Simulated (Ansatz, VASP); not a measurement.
**CdTe in VASP and in Ansatz**

Contents of POSCAR:

```
CdTe
1.0
    0.0000000000      3.2821135562      3.2821135562
    3.2821135562      0.0000000000      3.2821135562
    3.2821135562      3.2821135562      0.0000000000
Cd Te
1 1
Direct
    0.0000000000      0.0000000000      0.0000000000
    0.2500000000      0.2500000000      0.2500000000
```

The input INCAR.step1:

```
ALGO     = Normal         # electronic algorithm
EDIFF    = 1E-4           # SCF threshold, eV
ENCUT    = 600            # plane-wave cutoff, eV
GGA      = PE             # functional
ISMEAR   = 0              # smearing method
LASPH    = T              # aspherical terms in the spheres
LCHARG   = F              # write CHGCAR
LREAL    = F              # projectors in reciprocal space
LWAVE    = T              # write WAVECAR
NELM     = 80             # most SCF steps
PREC     = Accurate       # precision mode
SIGMA    = 0.02           # smearing width, eV
```

File INCAR.step2:

```
ALGO     = Normal         # electronic algorithm
EDIFF    = 1E-7           # SCF threshold, eV
EDIFFG   = -0.01          # ionic threshold
ENCUT    = 600            # plane-wave cutoff, eV
IBRION   = 2              # ionic algorithm
ISIF     = 3              # what is computed and relaxed
ISMEAR   = 0              # smearing method
ISTART   = 1            
LASPH    = T              # aspherical terms in the spheres
LCHARG   = F              # write CHGCAR
LMIXTAU  = T            
LREAL    = F              # projectors in reciprocal space
LWAVE    = F              # write WAVECAR
METAGGA  = R2SCAN         # meta-GGA
NELM     = 80             # most SCF steps
NSW      = 100            # ionic steps
PREC     = Accurate       # precision mode
SIGMA    = 0.02           # smearing width, eV
```

File KPOINTS:

```
k-points
0
Gamma
  8 8 8
```

Input for Ansatz:

```yaml
crystal:
  lattice:
    - [0.0, 3.2821135562, 3.2821135562]
    - [3.2821135562, 0.0, 3.2821135562]
    - [3.2821135562, 3.2821135562, 0.0]
  atoms:
    - { symbol: Cd, position: [0.0, 0.0, 0.0] }
    - { symbol: Te, position: [0.25, 0.25, 0.25] }
basis:
  ecutwfc: 500
kpoints:
  mp_grid: { grid: [8, 8, 8] }
hamiltonian:
  xc: r2scan
scf:
  occupations: { method: gaussian, width: 0.02 }
output:
  forces: true
  stress: true
  eigenvalues: true
relax:
  adjacent_minimum: "off"
  f_tol: 0.01
  max_steps: 80
  cell: { stress_tol: 0.05 }
```

Alike in both runs: task relaxation of cell and atoms; functional r2SCAN; k mesh 8 × 8 × 8; occupations gaussian, width 0.02 eV; no spin polarisation.

|  | VASP | Ansatz |
| --- | --- | --- |
| version | VASP 6.6.1 | Ansatz 0.2.0 |
| potentials or method | VASP PAW PBE potentials, release 64 (Cd, Te), cutoff 600 eV | scalar-relativistic, plane waves, PAW |
| valence electrons in the cell | 18 | 36 |

```tsv
	VASP	Ansatz	Ansatz less VASP
gap on the k mesh at the Fermi level, each at its own relaxed structure (eV)	1.15	1.17	+0.017
relaxed volume (Å³/atom)	35.36	35.25	-0.105
relaxed cell length with the largest relative difference (Å)	4.642	4.637	-0.0046
```

VASP's potentials were made for PBE, not for r2SCAN. VASP's potentials hold 18 valence electrons a cell and Ansatz's 36, so a difference there can come from the potentials and not from the codes.

Spin-orbit coupling is off throughout. Noted on VASP's run: the relaxation stopped at its first step, so nothing moved.
